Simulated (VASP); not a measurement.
# Au in VASP: notebook

Runs on Au. Level: PBE. Tasks: single point.

Program: VASP 6.6.1. These are calculated values, not measurements. Logs are shortened: lines on timing, memory, paths and dates and some standing lists are left out, and cuts for length are marked.

## (1) The cell of the first run

It takes space group Fm-3m (No. 225, cubic). The conventional cell has a = 4.418 Å, b = 4.418 Å, c = 4.418 Å, α = 90.00°, β = 90.00°, γ = 90.00°. Au (site symmetry m-3m) has 12 Au at 3.12 Å within 4.1 Å.

## (2) Single point, PBE (strain +0.080 along x and y, +0.080 along z)

INCAR reads:

```
PREC = Accurate
ENCUT = 520
EDIFF = 1E-6
ISMEAR = 0
SIGMA = 0.15
LREAL = F
LASPH = T
NELM = 100
ALGO = Fast
ISIF = 2
LWAVE = F
LCHARG = T
GGA = PE
LELF = T
LVHAR = T
NBANDS = 12
```

KPOINTS reads:

```
Automatic mesh
0
Gamma
  20 20 20
```

POSCAR reads:

```
Au
1.0
    0.0000000000      2.2091400000      2.2091400000
    2.2091400000      0.0000000000      2.2091400000
    2.2091400000      2.2091400000      0.0000000000
Au
1
Direct
    0.0000000000      0.0000000000      0.0000000000
```

Potentials or basis: VASP PAW PBE potentials, release 64 (Au).

Launch:

```bash
$ cat potpaw_PBE.64/Au/POTCAR > POTCAR
$ mpirun -np 1 vasp_std > vasp.out
```

OUTCAR:

```text
PREC = Accurate
   ENCUT = 520
   EDIFF = 1E-6
   ISMEAR = 0
   LREAL = F
   LASPH = T
   NELM = 100
   ISIF = 2
   GGA = PE

 ion  position               nearest neighbor table
   1  0.000  0.000  0.000-

  LATTYP: Found a face centered cubic cell.
 ALAT       =     4.4182800000

  Lattice vectors:

 A1 = (   0.0000000000,   2.2091400000,   2.2091400000)
 A2 = (   2.2091400000,   0.0000000000,   2.2091400000)
 A3 = (   2.2091400000,   2.2091400000,   0.0000000000)

Analysis of symmetry for initial positions (statically):
=====================================================================
 Subroutine PRICEL returns:
 Original cell was already a primitive cell.

 Routine SETGRP: Setting up the symmetry group for a
 face centered cubic supercell.

 Subroutine GETGRP returns: Found 48 space group operations
 (whereof 48 operations were pure point group operations)
 out of a pool of 48 trial point group operations.

The static configuration has the point symmetry O_h .

Analysis of symmetry for dynamics (positions and initial velocities):
=====================================================================
 Subroutine PRICEL returns:
 Original cell was already a primitive cell.

 Routine SETGRP: Setting up the symmetry group for a
 face centered cubic supercell.

 Subroutine GETGRP returns: Found 48 space group operations
 (whereof 48 operations were pure point group operations)
 out of a pool of 48 trial point group operations.

The dynamic configuration has the point symmetry O_h .

 Subroutine INISYM returns: Found 48 space group operations
 (whereof 48 operations are pure point group operations),
 and found     1 'primitive' translations

----------------------------------------------------------------------------------------

                                     Primitive cell

  volume of cell :      21.5625

  direct lattice vectors                    reciprocal lattice vectors
     0.000000000  2.209140000  2.209140000    -0.226332419  0.226332419  0.226332419
     2.209140000  0.000000000  2.209140000     0.226332419 -0.226332419  0.226332419
     2.209140000  2.209140000  0.000000000     0.226332419  0.226332419 -0.226332419

  length of vectors
     3.124195749  3.124195749  3.124195749     0.392019249  0.392019249  0.392019249

  position of ions in fractional coordinates (direct lattice)
     0.000000000  0.000000000  0.000000000

  ion indices of the primitive-cell ions
   primitive index   ion index
                 1           1

----------------------------------------------------------------------------------------

 KPOINTS: Automatic mesh

Automatic generation of k-mesh.
 Grid dimensions read from file:
 generate k-points for:   20   20   20

 Generating k-lattice:

  Cartesian coordinates                     Fractional coordinates (reciprocal lattice)
    -0.011316621  0.011316621  0.011316621     0.050000000  0.000000000  0.000000000
     0.011316621 -0.011316621  0.011316621     0.000000000  0.050000000  0.000000000
     0.011316621  0.011316621 -0.011316621     0.000000000  0.000000000  0.050000000

  Length of vectors
     0.019600962  0.019600962  0.019600962

  Shift w.r.t. Gamma in fractional coordinates (k-lattice)
     0.000000000  0.000000000  0.000000000

 Subroutine IBZKPT returns following result:
 ===========================================

 Found    256 irreducible k-points:

 Following reciprocal coordinates:
            Coordinates               Weight
  0.000000  0.000000  0.000000      1.000000
  0.050000  0.000000  0.000000      8.000000
  0.100000  0.000000  0.000000      8.000000
  0.150000  0.000000  0.000000      8.000000
  0.200000  0.000000  0.000000      8.000000
  0.250000  0.000000  0.000000      8.000000
[... 16 lines left out ...]
 -0.400000  0.050000  0.000000     24.000000
 -0.350000  0.050000  0.000000     24.000000
 [... further k-points ...]
   k-points           NKPTS =    256   k-points in BZ     NKDIM =    256   number of bands    NBANDS=     12
   number of dos      NEDOS =    301   number of ions     NIONS =      1
   total plane-waves  NPLWV =  13824
   dimension x,y,z NGX =    24 NGY =   24 NGZ =   24
   dimension x,y,z NGXF=    48 NGYF=   48 NGZF=   48
   ions per type =               1
   NGX,Y,Z   is equivalent  to a cutoff of  12.77, 12.77, 12.77 a.u.
   NGXF,Y,Z  is equivalent  to a cutoff of  25.54, 25.54, 25.54 a.u.
 SYSTEM =  unknown system
   PREC   = accura    normal or accurate (medium, high low for compatibility)
   ISTART =      0    job   : 0-new  1-cont  2-samecut
   ICHARG =      2    charge: 1-file 2-atom 10-const
   ISPIN  =      1    spin polarized calculation?
   LNONCOLLINEAR =      F non collinear calculations
   LSORBIT =      F    spin-orbit coupling
   LASPH  =      T    aspherical Exc in radial PAW
   ENCUT  =  520.0 eV  38.22 Ry    6.18 a.u.   5.81  5.81  5.81*2*pi/ulx,y,z
   NELM   =    100;   NELMIN=  2; NELMDL= -5     # of ELM steps
   EDIFF  = 0.1E-05   stopping-criterion for ELM
   LREAL  =      F    real-space projection
   EDIFFG = 0.1E-04   stopping-criterion for IOM
   NSW    =      0    number of steps for IOM
   IBRION =     -1    ionic relax: 0-MD 1-quasi-New 2-CG
   NFREE  =      0    steps in history (QN), initial steepest desc. (CG)
   ISIF   =      2    stress and relaxation
   ISYM   =      2    0-nonsym 1-usesym 2-fastsym
   POTIM  = 0.5000    time-step for ionic-motion
   TEBEG  =    0.0;   TEEND  =   0.0 temperature during run
   PSTRESS=    0.0 pullay stress
   NELECT =      11.0000    total number of electrons
   NUPDOWN=      -1.0000    fix difference up-down
   EMIN   =  10.00;   EMAX   =-10.00  energy-range for DOS
   EFERMI =   0.00;   METHOD = LEGACY
   ISMEAR =     0;   SIGMA  =   0.15  broadening in eV -4-tet -1-fermi 0-gaus
   EFERMI_NEDOS =   21; number of points for ismear=-14 and -15
   IALGO  =     68    algorithm
   IMIX   =      4    mixing-type and parameters
     AMIX     =   0.40;   BMIX     =  1.00
     AMIX_MAG =   1.60;   BMIX_MAG =  1.00
  volume/ion in A,a.u.               =      21.56       145.51
  Fermi-wavevector in a.u.,A,eV,Ry     =   1.308095  2.471940 23.281085  1.711111
  Thomas-Fermi vector in A             =   2.438785
   LORBIT       =      0    0 simple, 1 ext, 2 COOP (PROOUT), +10 PAW based schemes
   GGA     = PE    functional components
   LHFCALC =     F    Hartree Fock is set to
   AEXX    =    0.0000 exact exchange contribution
   IVDW    =     0    specifies the selected vdW correction
   LEPSILON=     F    determine dielectric tensor
   LRPA    =     F    only Hartree local field effects (RPA)
 non-spin polarized calculation
 RMM-DIIS sequential band-by-band and
 Gauss-broadening in eV      SIGMA  =   0.15
  energy-cutoff  :      520.00
  volume of cell :       21.56
 maximum number of plane-waves:       604
   NGX = 11   NGY = 11   NGZ = 11

 number of electron      10.9999999 magnetization

 Free energy of the ion-electron system (eV)
  ---------------------------------------------------
  ext. energy  EPLUGINS =         0.00000000
  ---------------------------------------------------
  free energy    TOTEN  =        -3.01763793 eV

  energy without entropy =       -3.01458538  energy(sigma->0) =       -3.01611165

 E-fermi :   6.0228     XC(G=0): -11.3468

 val. band max:        5.9671925210   @ k =   0.5000   0.3000   0.1000
 cond. band min:       6.0347309965   @ k =   0.5000   0.1500   0.0500
 fundamental gap:      0.0675384754
 Fermi energy:         6.0228076534

 k-point     1 :       0.0000    0.0000    0.0000
  band No.  band energies     occupation
      1      -1.5985      2.00000
      2       2.4084      2.00000
      3       2.4084      2.00000
      4       2.4084      2.00000
      5       3.4003      2.00000
      6       3.4003      2.00000
      7      20.6147      0.00000
      8      23.2456      0.00000
      9      23.2456      0.00000
     10      23.2456      0.00000
     11      27.5044      0.00000
     12      30.1093      0.00000

 k-point     2 :       0.0500    0.0000    0.0000
  band No.  band energies     occupation
      1      -1.5275      2.00000
      2       2.3911      2.00000
      3       2.4293      2.00000
      4       2.4293      2.00000
      5       3.3922      2.00000
      6       3.3922      2.00000
      7      20.6618      0.00000
      8      22.6339      0.00000
      9      23.2880      0.00000
     10      23.2880      0.00000
     11      27.8393      0.00000
     12      29.4434      0.00000

 k-point     3 :       0.1000    0.0000    0.0000
  band No.  band energies     occupation
      1      -1.3183      2.00000
      2       2.3462      2.00000
      3       2.4855      2.00000
      4       2.4855      2.00000
      5       3.3746      2.00000
      6       3.3746      2.00000
      7      20.5876      0.00000
      8      21.4954      0.00000
      9      23.3966      0.00000
     10      23.3966      0.00000
     11      27.3486      0.00000
     12      28.9473      0.00000
[... 286 lines left out ...]
 k-point    23 :      -0.4000    0.0500    0.0000
  band No.  band energies     occupation
      1       0.6132      2.00000
      2       2.4114      2.00000
      3       2.4556      2.00000
      4       3.8608      2.00000
      5       4.0184      2.00000
      6       4.9625      2.00000
      7       9.8771      0.00000
      8      20.1243      0.00000
      9      20.9541      0.00000
     10      21.8308      0.00000
     11      27.4321      0.00000
     12      27.6045      0.00000

 k-point    24 :      -0.3500    0.0500    0.0000
  band No.  band energies     occupation
      1       0.5631      2.00000
      2       2.4641      2.00000
      3       2.5036      2.00000
      4       3.4079      2.00000
      5       3.8416      2.00000
      6       4.2985      2.00000
      7      11.5192      0.00000
      8      20.3197      0.00000
      9      21.2584      0.00000
     10      22.4971      0.00000
     11      26.8786      0.00000
     12      27.3477      0.00000

 [... further k-points ...]

------------------------ aborting loop because EDIFF is reached ----------------------------------------

  FORCE on cell =-STRESS in cart. coord.  units (eV):
  Direction    XX          YY          ZZ          XY          YZ          ZX
  --------------------------------------------------------------------------------------
  -------------------------------------------------------------------------------------
  Total       -1.9775780     -1.9775780     -1.9775780     -0.0000000      0.0000000      0.0000000
  in kB     -146.9415052   -146.9415052   -146.9415052     -0.0000000      0.0000000      0.0000000
  external PRESSURE =    -146.9415052 kB  Pullay stress =       0.0000000 kB

 VOLUME and BASIS-vectors are now :
 -----------------------------------------------------------------------------
  energy-cutoff  :      520.00
  volume of cell :       21.56
      direct lattice vectors                 reciprocal lattice vectors
     0.000000000  2.209140000  2.209140000    -0.226332419  0.226332419  0.226332419
     2.209140000  0.000000000  2.209140000     0.226332419 -0.226332419  0.226332419
     2.209140000  2.209140000  0.000000000     0.226332419  0.226332419 -0.226332419

 POSITION                                       TOTAL-FORCE (eV/Angst)
 -----------------------------------------------------------------------------------
      0.00000      0.00000      0.00000        -0.000000     -0.000000      0.000000
 -----------------------------------------------------------------------------------
    total drift:                                0.000000      0.000000     -0.000000

  FREE ENERGIE OF THE ION-ELECTRON SYSTEM (eV)
  ---------------------------------------------------
  free  energy   TOTEN  =        -3.0176379269 eV

  energy  without entropy=       -3.0145853757  energy(sigma->0) =       -3.01611165
```

Wall time 36 s (1 thread of Intel Xeon Platinum 8488C (Sapphire Rapids), shared host); peak memory 0.18 GiB.

Results:

* Free energy: -3.0176 eV
* Pressure: -14.7 GPa
* Band gap on the k mesh: zero (an odd number of electrons rules out a gap without spin polarisation)

Levels at points of the mesh, in eV from the Fermi level:
```
           k point  band 4  band 5  band 6  band 7  band 8  band 9
(0.00, 0.00, 0.00)   -3.61   -2.62   -2.62   14.59   17.22   17.22
(0.50, 0.00, 0.00)   -1.83   -1.83    0.06    1.99   14.00   15.30
(0.50, 0.50, 0.00)   -1.62   -1.62    1.64    4.11    9.31    9.31
```

Caveat: the cell differs from its parent crystal (strain +0.080 along x and y, +0.080 along z); the cell stands under tension; spin-orbit coupling is left out, which moves the levels of the heavy elements.

## (3) Single point, PBE (strain +0.040 along x and y, +0.080 along z)

INCAR: that of step 2 with these lines changed.

```diff
@@ -11,6 +11,4 @@
 LWAVE = F
-LCHARG = T
+LCHARG = F
 GGA = PE
-LELF = T
-LVHAR = T
 NBANDS = 12
```

KPOINTS reads:

```
regular mesh
0
Gamma
  20 20 20
```

POSCAR reads:

```
Au
1.0
    0.0000000000      2.1273200000      2.2091400000
    2.1273200000      0.0000000000      2.2091400000
    2.1273200000      2.1273200000      0.0000000000
Au
1
Direct
    0.0000000000      0.0000000000      0.0000000000
```

Potentials or basis: VASP PAW PBE potentials, release 64 (Au).

Launch:

```bash
$ cat potpaw_PBE.64/Au/POTCAR > POTCAR
$ mpirun -np 1 vasp_std > vasp.out
```

Run time: 64 s. Hardware: 1 thread of Intel Xeon Platinum 8488C (Sapphire Rapids), shared host; peak memory 0.26 GiB.

Results (log left out):

| Item | Value |
| --- | --- |
| Free energy | -3.1436 eV |
| Pressure | -10.9 GPa |
| Band gap on the k mesh | zero (an odd number of electrons rules out a gap without spin polarisation) |

Stress tensor (GPa, compression positive):
```
-10.66   0.00   0.00
  0.00 -10.66   0.00
  0.00   0.00 -11.35
```

Levels at points of the mesh, in eV from the Fermi level:
```csv
k point,band 4,band 5,band 6,band 7,band 8,band 9
"(0.00, 0.00, 0.00)",-3.81,-2.91,-2.63,14.66,17.47,17.84
"(0.50, 0.00, 0.00)",-1.92,-1.81,-0.23,2.32,13.93,15.65
"(0.50, 0.50, 0.00)",-1.64,-1.64,1.11,4.11,9.97,9.97
"(0.50, 0.00, 0.50)",-1.72,-1.51,1.66,4.87,9.35,9.37
```

Caveat: the cell differs from its parent crystal (strain +0.040 along x and y, +0.080 along z); the cell stands under tension; spin-orbit coupling is left out, which moves the levels of the heavy elements.

## (4) Single point, PBE (strain +0.080 along x and y, +0.040 along z)

INCAR reads:

```
SYSTEM = Au
PREC = Accurate
ENCUT = 520
EDIFF = 1E-7
ISMEAR = 0
SIGMA = 0.15
LREAL = .FALSE.
LASPH = .TRUE.
NELM = 80
ALGO = Fast
ISIF = 2
LWAVE = .FALSE.
LCHARG = .FALSE.
GGA = PE
NBANDS = 12
```

KPOINTS reads:

```
regular mesh
0
G
  20 20 20
  0 0 0
```

POSCAR reads:

```
Au
1.0
    0.0000000000      2.2091400000      2.1273200000
    2.2091400000      0.0000000000      2.1273200000
    2.2091400000      2.2091400000      0.0000000000
Au
1
Direct
    0.0000000000      0.0000000000      0.0000000000
```

Potentials or basis: VASP PAW PBE potentials, release 64 (Au).

Launch:

```bash
$ cat potpaw_PBE.64/Au/POTCAR > POTCAR
$ mpirun -np 1 vasp_std > vasp.out
```

OUTCAR:

```text
SYSTEM = Au
   PREC = Accurate
   ENCUT = 520
   EDIFF = 1E-7
   ISMEAR = 0
   LREAL = .FALSE.
   LASPH = .TRUE.
   NELM = 80
   ISIF = 2
   GGA = PE

 ion  position               nearest neighbor table
   1  0.000  0.000  0.000-

  LATTYP: Found a body centered tetragonal cell.
 ALAT       =     3.1241957492
 C/A-ratio  =     1.3618352823

  Lattice vectors:

 A1 = (   0.0000000000,  -2.2091400000,  -2.1273200000)
 A2 = (   0.0000000000,   2.2091400000,  -2.1273200000)
 A3 = (   2.2091400000,   0.0000000000,   2.1273200000)

Analysis of symmetry for initial positions (statically):
=====================================================================
 Subroutine PRICEL returns:
 Original cell was already a primitive cell.

 Routine SETGRP: Setting up the symmetry group for a
 body centered tetragonal supercell.

 Subroutine GETGRP returns: Found 16 space group operations
 (whereof 16 operations were pure point group operations)
 out of a pool of 16 trial point group operations.

The static configuration has the point symmetry D_4h.

[... 168 lines left out ...]
      1      -1.4300      2.00000
      2       2.6762      2.00000
      3       2.6762      2.00000
      4       2.9138      2.00000
      5       3.6840      2.00000
      6       3.9353      2.00000
      7      21.1473      0.00000
      8      23.8781      0.00000
      9      23.8781      0.00000
     10      24.2000      0.00000
     11      28.3492      0.00000
     12      30.8570      0.00000
[... 331 lines left out ...]
 k-point    24 :      -0.3500    0.0500    0.0000
  band No.  band energies     occupation
      1       0.7938      2.00000
      2       2.7428      2.00000
      3       2.9193      2.00000
      4       3.7659      2.00000
      5       4.3046      2.00000
      6       4.6924      2.00000
      7      12.2365      0.00000
      8      21.0261      0.00000
      9      22.2309      0.00000
     10      22.9908      0.00000
     11      27.5955      0.00000
     12      27.9217      0.00000

 [... further k-points ...]

------------------------ aborting loop because EDIFF is reached ----------------------------------------

  FORCE on cell =-STRESS in cart. coord.  units (eV):
  Direction    XX          YY          ZZ          XY          YZ          ZX
  --------------------------------------------------------------------------------------
  -------------------------------------------------------------------------------------
  Total       -1.7215217     -1.7215217     -1.6541919      0.0000000     -0.0000000      0.0000000
  in kB     -132.8353886   -132.8353886   -127.6401078      0.0000000     -0.0000000      0.0000000
  external PRESSURE =    -131.1036283 kB  Pullay stress =       0.0000000 kB

 VOLUME and BASIS-vectors are now :
 -----------------------------------------------------------------------------
  energy-cutoff  :      520.00
  volume of cell :       20.76
      direct lattice vectors                 reciprocal lattice vectors
     0.000000000  2.209140000  2.127320000    -0.226332419  0.226332419  0.235037512
     2.209140000  0.000000000  2.127320000     0.226332419 -0.226332419  0.235037512
     2.209140000  2.209140000  0.000000000     0.226332419  0.226332419 -0.235037512

 POSITION                                       TOTAL-FORCE (eV/Angst)
 -----------------------------------------------------------------------------------
      0.00000      0.00000      0.00000        -0.000000      0.000000      0.000000
 -----------------------------------------------------------------------------------
    total drift:                               -0.000000      0.000000     -0.000000

  FREE ENERGIE OF THE ION-ELECTRON SYSTEM (eV)
  ---------------------------------------------------
  free  energy   TOTEN  =        -3.0859772311 eV

  energy  without entropy=       -3.0825884545  energy(sigma->0) =       -3.08428284
```

Run time: 72 s. Hardware: 1 thread of Intel Xeon Platinum 8488C (Sapphire Rapids), shared host; peak memory 0.27 GiB.

What came out:

- Free energy: -3.0860 eV
- Pressure: -13.1 GPa
- Band gap on the k mesh: zero (an odd number of electrons rules out a gap without spin polarisation)

Caveat: the cell differs from its parent crystal (strain +0.080 along x and y, +0.040 along z); the cell stands under tension; spin-orbit coupling is left out, which moves the levels of the heavy elements.

(Continued in part 2 of 2.)
